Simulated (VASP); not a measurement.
Wanted: the native input for a VASP 6.6.1 run.

| Item | Value |
| --- | --- |
| Task | single point |
| Functional | PBE |
| Potentials or basis | VASP PAW PBE potentials, release 64 (Pt, S) |
| Cutoff | 520 eV |
| k mesh | 9 × 9 × 4 |
| Occupations | gaussian, width 0.05 eV |
| Spin | no spin polarisation |
| Dipole correction | no |
| Further INCAR settings | ALGO = Normal; EDIFF = 1e-06; NBANDS = 18 |

The structure of PtS2 lies in POSCAR:

```
PtS2
1.0
    3.3262000000      0.0000000000      0.0000000000
   -1.6631000000      2.8805736981      0.0000000000
    0.0000000000      0.0000000000      6.8215000000
Pt S
1 2
Direct
    0.0000000000      0.0000000000      0.0000000000
    0.3333333333      0.6666666667      0.2020736264
    0.6666666667      0.3333333333      0.7979263736
```

These files were run (other wordings do the same):

INCAR

```
SYSTEM = PtS2
PREC = Accurate
ENCUT = 520
EDIFF = 1E-6
ISMEAR = 0
SIGMA = 0.05
LREAL = .False.
LASPH = .True.
NELM = 100
ALGO = Normal
ISIF = 2
LWAVE = .False.
LCHARG = .False.
GGA = PE
NBANDS = 18
```

KPOINTS

```
Automatic mesh
0
Gamma
  9 9 4
  0 0 0
```

Potentials or basis: VASP PAW PBE potentials, release 64 (Pt, S).

The run is started by

```bash
$ cat potpaw_PBE.64/Pt/POTCAR potpaw_PBE.64/S/POTCAR > POTCAR
$ mpirun -np 1 vasp_std > vasp.out
```

It gave:

```yaml
Pressure: 8.4 GPa
Largest_force: 0.050 eV/Å
Band_gap_on_the_k_mesh: 1.29 eV (least direct gap 1.58 eV)
```

Caveat: the cell stands under pressure; spin-orbit coupling is left out, which moves the levels of the heavy elements; an odd mesh through Γ misses points on the zone boundary, where band edges can lie; this functional lacks dispersion, which binds the layers, so the pressure and a relaxed spacing across them are unreliable.

It took 26 s on 1 thread of Intel(R) Xeon(R) Platinum 8559C (Emerald Rapids), on a shared host, peak memory 0.22 GiB.
